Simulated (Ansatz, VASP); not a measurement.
## Ga in VASP and in Ansatz

```
Ga
1.0
     1.35477   -3.94430    0.00000
     1.35477    3.94430    0.00000
    -0.11505    0.00000    3.26195
Ga
2
Direct
  0.86900 0.13100 0.25000
  0.13100 0.86900 0.75000
```

Change from the starting cell: volume scaled by 0.94.

Alike in both runs: task single point; functional PBE; k mesh 14 × 14 × 11; occupations fermi-dirac, width 0.03 eV; no spin polarisation.

|  | VASP | Ansatz |
| --- | --- | --- |
| version | VASP 6.6.1 | Ansatz 0.2.0 |
| potentials or method | VASP PAW PBE potentials, release 64 (Ga_d), cutoff 520 eV | all-electron LAPW, scalar-relativistic |

Ansatz gave:

* pressure (GPa): 6.0
* traceless stress, the component that is largest in VASP (GPa): -0.33
* rms of the force components (eV/Å): 0.124

**Question.** Which values does VASP return?

**Answer.** Pressure (GPa): 5.9; traceless stress, the component that is largest in VASP (GPa): -0.37; rms of the force components (eV/Å): 0.125.

Atom by atom the forces differ by 0.001 eV/Å (rms over components). Ansatz ran all-electron here, and VASP with PAW potentials.
